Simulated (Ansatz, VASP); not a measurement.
TaN in VASP and in Ansatz

```
CELL_PARAMETERS angstrom
2.81950 0.00000 0.00000
-1.40975 2.44176 0.00000
0.00000 0.00000 2.79180
ATOMIC_POSITIONS crystal
Ta 0.00000 0.00000 0.00000
N 0.33333 0.66667 0.50000
```

Change from the starting cell: volume scaled by 0.88, LAPW.

Alike in both runs: task single point; functional PBE; k mesh 15 × 15 × 13; occupations fermi-dirac, width 0.05 eV; no spin polarisation.

```csv
,VASP,Ansatz
version,VASP 6.6.1,Ansatz 0.2.0
potentials or method,"VASP PAW PBE potentials, release 64 (Ta_pv, N), cutoff 520 eV","all-electron LAPW, scalar-relativistic"
```

Ansatz gave:

```
pressure (GPa)                                                : 56.3
traceless stress, the component that is largest in VASP (GPa) : -0.05
```

Q: Which values does VASP return?

A: Pressure (GPa): 58.0; traceless stress, the component that is largest in VASP (GPa): 0.18.

Both programs put the cell under a high pressure, so it lies far from rest at this level. Ansatz ran all-electron here, and VASP with PAW potentials.

Spin-orbit coupling is off throughout.
